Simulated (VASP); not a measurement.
# W (I4/mmm) in VASP: single point with r2SCAN

Aim: the single point of W with r2SCAN.

Program: VASP 6.6.1. These are calculated values, not measurements. Logs are shortened: lines on timing, memory, paths and dates and some standing lists are left out, and cuts for length are marked.

## Step 1: The cell of the first run

The structure is tetragonal, space group I4/mmm (No. 139). Conventional cell: a = 2.641 Å, b = 2.641 Å, c = 4.385 Å, α = 90.00°, β = 90.00°, γ = 90.00°. W (site symmetry 4/mmm) has 12 W at 2.64 to 2.88 Å within 3.5 Å.

## Step 2: Single point, r2SCAN (strain -0.080 along x and y, +0.080 along z)

Contents of POSCAR:

```
W
1.0
    0.0000000000      1.8676000000      2.1924000000
    1.8676000000      0.0000000000      2.1924000000
    1.8676000000      1.8676000000      0.0000000000
W
1
Direct
    0.0000000000      0.0000000000      0.0000000000
```

Contents of INCAR.step1:

```
  PREC = Accurate
  ENCUT = 520
  ISMEAR = 0
  SIGMA = 0.15
  LREAL = False
  LASPH = True
  NELM = 100
  NBANDS = 13
  GGA = PE
  ALGO = Normal
  EDIFF = 1E-4
  LWAVE = True
  LCHARG = False
```

Contents of INCAR.step2:

```
  PREC = Accurate
  ENCUT = 520
  EDIFF = 1E-6
  ISMEAR = 0
  SIGMA = 0.15
  LREAL = False
  LASPH = True
  NELM = 100
  ALGO = Normal
  ISIF = 2
  LWAVE = False
  LCHARG = False
  METAGGA = R2SCAN
  LMIXTAU = True
  NBANDS = 13
  ISTART = 1
```

Contents of KPOINTS:

```
Automatic mesh
0
Gamma
  20 20 20
```

Potentials or basis: VASP PAW PBE potentials, release 64 (W_sv).

Launch:

```console
$ cat potpaw_PBE.64/W_sv/POTCAR > POTCAR
$ cp INCAR.step1 INCAR
$ mpirun -np 1 vasp_std > vasp.out
$ cp INCAR.step2 INCAR
$ mpirun -np 1 vasp_std > vasp.out
```

OUTCAR:

```text
PREC = Accurate
   ENCUT = 520
   EDIFF = 1E-6
   ISMEAR = 0
   LREAL = False
   LASPH = True
   NELM = 100
   ISIF = 2
   METAGGA = R2SCAN
   ISTART = 1

 ion  position               nearest neighbor table
   1  0.000  0.000  0.000-

  LATTYP: Found a body centered tetragonal cell.
 ALAT       =     2.6411852491
 C/A-ratio  =     1.6601637471

  Lattice vectors:

 A1 = (  -1.8676000000,   0.0000000000,   2.1924000000)
 A2 = (   1.8676000000,   0.0000000000,   2.1924000000)
 A3 = (   0.0000000000,   1.8676000000,  -2.1924000000)

Analysis of symmetry for initial positions (statically):
=====================================================================
 Subroutine PRICEL returns:
 Original cell was already a primitive cell.

 Routine SETGRP: Setting up the symmetry group for a
 body centered tetragonal supercell.

 Subroutine GETGRP returns: Found 16 space group operations
 (whereof 16 operations were pure point group operations)
 out of a pool of 16 trial point group operations.

The static configuration has the point symmetry D_4h.

Analysis of symmetry for dynamics (positions and initial velocities):
=====================================================================
 Subroutine PRICEL returns:
 Original cell was already a primitive cell.

 Routine SETGRP: Setting up the symmetry group for a
 body centered tetragonal supercell.

 Subroutine GETGRP returns: Found 16 space group operations
 (whereof 16 operations were pure point group operations)
 out of a pool of 16 trial point group operations.

The dynamic configuration has the point symmetry D_4h.

 Subroutine INISYM returns: Found 16 space group operations
 (whereof 16 operations are pure point group operations),
 and found     1 'primitive' translations

----------------------------------------------------------------------------------------

                                     Primitive cell

  volume of cell :      15.2939

  direct lattice vectors                    reciprocal lattice vectors
     0.000000000  1.867600000  2.192400000    -0.267723281  0.267723281  0.228060573
     1.867600000  0.000000000  2.192400000     0.267723281 -0.267723281  0.228060573
     1.867600000  1.867600000  0.000000000     0.267723281  0.267723281 -0.228060573

  length of vectors
     2.880025611  2.880025611  2.641185249     0.441999022  0.441999022  0.441999022

  position of ions in fractional coordinates (direct lattice)
     0.000000000  0.000000000  0.000000000

  ion indices of the primitive-cell ions
   primitive index   ion index
                 1           1

----------------------------------------------------------------------------------------

 KPOINTS: Automatic mesh

Automatic generation of k-mesh.
 Grid dimensions read from file:
 generate k-points for:   20   20   20

 Generating k-lattice:

  Cartesian coordinates                     Fractional coordinates (reciprocal lattice)
    -0.013386164  0.013386164  0.011403029     0.050000000 -0.000000000  0.000000000
     0.013386164 -0.013386164  0.011403029    -0.000000000  0.050000000  0.000000000
     0.013386164  0.013386164 -0.011403029     0.000000000  0.000000000  0.050000000

  Length of vectors
     0.022099951  0.022099951  0.022099951

  Shift w.r.t. Gamma in fractional coordinates (k-lattice)
     0.000000000  0.000000000  0.000000000

 Subroutine IBZKPT returns following result:
 ===========================================

 Found    641 irreducible k-points:

 Following reciprocal coordinates:
            Coordinates               Weight
  0.000000  0.000000  0.000000      1.000000
  0.050000  0.000000  0.000000      8.000000
  0.100000 -0.000000  0.000000      8.000000
  0.150000  0.000000  0.000000      8.000000
  0.200000 -0.000000  0.000000      8.000000
  0.250000 -0.000000  0.000000      8.000000
[... 16 lines left out ...]
 -0.400000  0.050000  0.000000      8.000000
 -0.350000  0.050000  0.000000      8.000000
 [... further k-points ...]
   k-points           NKPTS =    641   k-points in BZ     NKDIM =    641   number of bands    NBANDS=     13
   number of dos      NEDOS =    301   number of ions     NIONS =      1
   total plane-waves  NPLWV =  11520
   dimension x,y,z NGX =    24 NGY =   24 NGZ =   20
   dimension x,y,z NGXF=    48 NGYF=   48 NGZF=   40
   ions per type =               1
   NGX,Y,Z   is equivalent  to a cutoff of  13.85, 13.85, 12.59 a.u.
   NGXF,Y,Z  is equivalent  to a cutoff of  27.71, 27.71, 25.18 a.u.
 SYSTEM =  unknown system
   PREC   = accura    normal or accurate (medium, high low for compatibility)
   ISTART =      1    job   : 0-new  1-cont  2-samecut
   ICHARG =      0    charge: 1-file 2-atom 10-const
   ISPIN  =      1    spin polarized calculation?
   LNONCOLLINEAR =      F non collinear calculations
   LSORBIT =      F    spin-orbit coupling
   LASPH  =      T    aspherical Exc in radial PAW
   ENCUT  =  520.0 eV  38.22 Ry    6.18 a.u.   5.35  5.35  4.91*2*pi/ulx,y,z
   NELM   =    100;   NELMIN=  2; NELMDL=  0     # of ELM steps
   EDIFF  = 0.1E-05   stopping-criterion for ELM
   LREAL  =      F    real-space projection
   EDIFFG = 0.1E-04   stopping-criterion for IOM
   NSW    =      0    number of steps for IOM
   IBRION =     -1    ionic relax: 0-MD 1-quasi-New 2-CG
   NFREE  =      0    steps in history (QN), initial steepest desc. (CG)
   ISIF   =      2    stress and relaxation
   ISYM   =      2    0-nonsym 1-usesym 2-fastsym
   POTIM  = 0.5000    time-step for ionic-motion
   TEBEG  =    0.0;   TEEND  =   0.0 temperature during run
   PSTRESS=    0.0 pullay stress
   NELECT =      14.0000    total number of electrons
   NUPDOWN=      -1.0000    fix difference up-down
   EMIN   =  10.00;   EMAX   =-10.00  energy-range for DOS
   EFERMI =   0.00;   METHOD = LEGACY
   ISMEAR =     0;   SIGMA  =   0.15  broadening in eV -4-tet -1-fermi 0-gaus
   EFERMI_NEDOS =   21; number of points for ismear=-14 and -15
   IALGO  =     38    algorithm
   IMIX   =      4    mixing-type and parameters
     AMIX     =   0.40;   BMIX     =  1.00
     AMIX_MAG =   1.60;   BMIX_MAG =  1.00
  volume/ion in A,a.u.               =      15.29       103.21
  Fermi-wavevector in a.u.,A,eV,Ry     =   1.589565  3.003843 34.378077  2.526717
  Thomas-Fermi vector in A             =   2.688395
   LORBIT       =      0    0 simple, 1 ext, 2 COOP (PROOUT), +10 PAW based schemes
   METAGGA = R2SCAN    functional components
   LHFCALC =     F    Hartree Fock is set to
   AEXX    =    0.0000 exact exchange contribution
   IVDW    =     0    specifies the selected vdW correction
   LEPSILON=     F    determine dielectric tensor
   LRPA    =     F    only Hartree local field effects (RPA)
 non-spin polarized calculation
 Gauss-broadening in eV      SIGMA  =   0.15
  energy-cutoff  :      520.00
  volume of cell :       15.29
 maximum number of plane-waves:       423
 NGX is ok and might be reduce to    24
   NGX = 11   NGY = 11   NGZ =  9

 number of electron      14.0000000 magnetization

 Free energy of the ion-electron system (eV)
  ---------------------------------------------------
  ext. energy  EPLUGINS =         0.00000000
  ---------------------------------------------------
  free energy    TOTEN  =       -50.87045596 eV

  energy without entropy =      -50.86315516  energy(sigma->0) =      -50.86680556

 E-fermi :  11.7768     XC(G=0): -15.1756

 val. band max:       11.7424651563   @ k =  -0.0500   0.0000   0.0500
 cond. band min:      11.7811574714   @ k =  -0.4500   0.0500   0.1500
 fundamental gap:      0.0386923151
 Fermi energy:        11.7767657129

 k-point     1 :       0.0000    0.0000    0.0000
  band No.  band energies     occupation
      1     -64.2046      2.00000
      2     -27.1591      2.00000
      3     -26.9227      2.00000
      4     -26.9227      2.00000
      5       1.5066      2.00000
      6       8.9811      2.00000
      7      11.7839      0.94657
      8      11.7839      0.94657
      9      12.0911      0.00304
     10      16.1678      0.00000
     11      25.2068      0.00000
     12      27.4169      0.00000
     13      32.9545      0.00000

 k-point     2 :       0.0500    0.0000    0.0000
  band No.  band energies     occupation
      1     -64.2003      2.00000
      2     -27.1725      2.00000
      3     -26.9613      2.00000
      4     -26.9236      2.00000
      5       1.6337      2.00000
      6       9.0288      2.00000
      7      11.6574      1.73949
      8      11.8422      0.53716
      9      12.0974      0.00250
     10      16.0642      0.00000
     11      25.4641      0.00000
     12      27.5795      0.00000
     13      32.2403      0.00000

 k-point     3 :       0.1000   -0.0000    0.0000
  band No.  band energies     occupation
      1     -64.1879      2.00000
      2     -27.2237      2.00000
      3     -27.0598      2.00000
      4     -26.9263      2.00000
      5       2.0021      2.00000
      6       9.1509      2.00000
      7      11.2834      2.00000
      8      12.0081      0.02919
      9      12.1908      0.00009
     10      15.7864      0.00000
     11      26.1259      0.00000
     12      27.9982      0.00000
     13      31.1404      0.00000

 k-point     4 :       0.1500    0.0000    0.0000
  band No.  band energies     occupation
      1     -64.1685      2.00000
      2     -27.3587      2.00000
      3     -27.1540      2.00000
      4     -26.9305      2.00000
      5       2.5720      2.00000
      6       9.2938      2.00000
      7      10.7759      2.00000
      8      12.2487      0.00001
      9      12.4497      0.00000
     10      15.4235      0.00000
     11      26.7653      0.00000
     12      28.4003      0.00000
     13      30.7930      0.00000

 k-point     5 :       0.2000   -0.0000    0.0000
  band No.  band energies     occupation
      1     -64.1439      2.00000
      2     -27.5776      2.00000
      3     -27.2176      2.00000
      4     -26.9356      2.00000
      5       3.2707      2.00000
      6       9.4124      2.00000
      7      10.2740      2.00000
      8      12.4894      0.00000
      9      12.9367      0.00000
     10      15.1095      0.00000
     11      26.5380      0.00000
     12      28.9507      0.00000
     13      31.7031      0.00000
[... 257 lines left out ...]
 k-point    22 :      -0.4500    0.0500    0.0000
  band No.  band energies     occupation
      1     -64.0277      2.00000
      2     -28.5943      2.00000
      3     -27.4493      2.00000
      4     -26.9594      2.00000
      5       5.1545      2.00000
      6       9.1603      2.00000
      7      11.8025      0.80828
      8      11.9559      0.09117
      9      16.4019      0.00000
     10      17.7255      0.00000
     11      23.4972      0.00000
     12      24.6458      0.00000
     13      31.4049      0.00000

 k-point    23 :      -0.4000    0.0500    0.0000
  band No.  band energies     occupation
      1     -64.0355      2.00000
      2     -28.5323      2.00000
      3     -27.4316      2.00000
      4     -26.9512      2.00000
      5       5.1572      2.00000
      6       9.2558      2.00000
      7      11.2050      2.00000
      8      12.0376      0.01393
      9      16.0176      0.00000
     10      17.3922      0.00000
     11      23.6698      0.00000
     12      25.6202      0.00000
     13      32.0297      0.00000

 k-point    24 :      -0.3500    0.0500    0.0000
  band No.  band energies     occupation
      1     -64.0511      2.00000
      2     -28.4026      2.00000
      3     -27.4006      2.00000
      4     -26.9424      2.00000
      5       5.0977      2.00000
      6       9.3455      2.00000
      7      10.4958      2.00000
      8      12.2131      0.00004
      9      15.5022      0.00000
     10      16.5945      0.00000
     11      24.0140      0.00000
     12      27.0742      0.00000
     13      33.4741      0.00000

 [... further k-points ...]

------------------------ aborting loop because EDIFF is reached ----------------------------------------

  FORCE on cell =-STRESS in cart. coord.  units (eV):
  Direction    XX          YY          ZZ          XY          YZ          ZX
  --------------------------------------------------------------------------------------
  -------------------------------------------------------------------------------------
  Total        1.9091571      1.9091571      2.5001705      0.0000000     -0.0000000      0.0000000
  in kB      200.0021815    200.0021815    261.9164019      0.0000000     -0.0000000      0.0000000
  external PRESSURE =     220.6402550 kB  Pullay stress =       0.0000000 kB

 VOLUME and BASIS-vectors are now :
 -----------------------------------------------------------------------------
  energy-cutoff  :      520.00
  volume of cell :       15.29
      direct lattice vectors                 reciprocal lattice vectors
     0.000000000  1.867600000  2.192400000    -0.267723281  0.267723281  0.228060573
     1.867600000  0.000000000  2.192400000     0.267723281 -0.267723281  0.228060573
     1.867600000  1.867600000  0.000000000     0.267723281  0.267723281 -0.228060573

 POSITION                                       TOTAL-FORCE (eV/Angst)
 -----------------------------------------------------------------------------------
      0.00000      0.00000      0.00000         0.000000     -0.000000      0.000000
 -----------------------------------------------------------------------------------
    total drift:                                0.000000      0.000000     -0.000000

  FREE ENERGIE OF THE ION-ELECTRON SYSTEM (eV)
  ---------------------------------------------------
  free  energy   TOTEN  =       -50.8704559563 eV

  energy  without entropy=      -50.8631551640  energy(sigma->0) =      -50.86680556
```

Wall time 2.2 min (1 thread of Intel Xeon 6975P-C (Granite Rapids), shared host); peak memory 0.24 GiB.

What came out:

```yaml
Free_energy: -50.8705 eV
Pressure: 22.1 GPa
Band_gap_on_the_k_mesh: zero (bands 7 and 8 overlap by 4.90 eV)
```

Caveat: the cell differs from its parent crystal (strain -0.080 along x and y, +0.080 along z); the stress differs along the axes, from 20 to 26 GPa; the PAW data sets were made with another functional, which shifts forces and pressure a little; spin-orbit coupling is left out, which moves the levels of the heavy elements.

The gap in the log of VASP goes by the Fermi energy; the results here count the filled bands.